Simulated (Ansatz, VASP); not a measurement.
Al2Cu: VASP beside Ansatz

```
Al Cu
1.0
     4.12116    0.00000    0.00000
     0.00000    4.12116    0.00000
     0.00000    0.00000    2.80780
Al Cu
2 1
Direct
  0.50000 0.00000 0.50000
  0.00000 0.50000 0.50000
  0.00000 0.00000 0.00000
```

Alike in both runs: task single point; functional PBE; k mesh 10 × 10 × 14; occupations gaussian, width 0.15 eV; no spin polarisation.

```csv
,VASP,Ansatz
version,VASP 6.6.1,Ansatz 0.2.0
potentials or method,"VASP PAW PBE potentials, release 64 (Al, Cu), cutoff 520 eV","scalar-relativistic, plane waves, PAW"
valence electrons in the cell,17,25
```

|  | VASP | Ansatz | Ansatz less VASP |
| --- | --- | --- | --- |
| gap on the k mesh at the Fermi level (eV) | none | none | - |
| pressure (GPa) | 2.9 | 2.7 | -0.15 |
| traceless stress, the component that is largest in VASP (GPa) | 1.43 | 1.48 | +0.047 |

A gap of «none» marks a metal or a gap that the smearing closes. VASP's potentials hold 17 valence electrons a cell and Ansatz's 25, so a difference there can come from the potentials and not from the codes.
